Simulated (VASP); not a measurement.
Input of a VASP 6.6.1 run:

INCAR

```
PREC = Accurate ; ENCUT = 520
EDIFF = 1E-8 ; ISMEAR = -1
SIGMA = 0.08 ; LREAL = F
LASPH = T ; NELM = 80
ALGO = Normal ; ISIF = 2
LWAVE = F ; LCHARG = F
GGA = PE ; LEFG = T
NBANDS = 11
```

The input KPOINTS:

```
regular mesh
0
Gamma
  15 15 15
```

POSCAR

```
BAs
1.0
    0.0000000000      2.4046586295      2.4046586295
    2.4046586295      0.0000000000      2.4046586295
    2.4046586295      2.4046586295      0.0000000000
B As
1 1
Direct
    0.0000000000      0.0000000000      0.0000000000
    0.2500000000      0.2500000000      0.2500000000
```

Potentials or basis: VASP PAW PBE potentials, release 64 (B, As).

Launch:

```bash
$ cat potpaw_PBE.64/B/POTCAR potpaw_PBE.64/As/POTCAR > POTCAR
$ mpirun -np 1 vasp_std > vasp.out
```

Problem. What does it give for the band gap on the k mesh?

Solution. 1.20 eV, indirect (least direct gap 3.25 eV).

Problem. Predict the pressure.

Solution. 0.6 GPa.

Caveat: without QUAD_EFG the Cq values of the log hold for a quadrupole moment of 1 mb, not for the nuclei. A k mesh can miss the band edges.
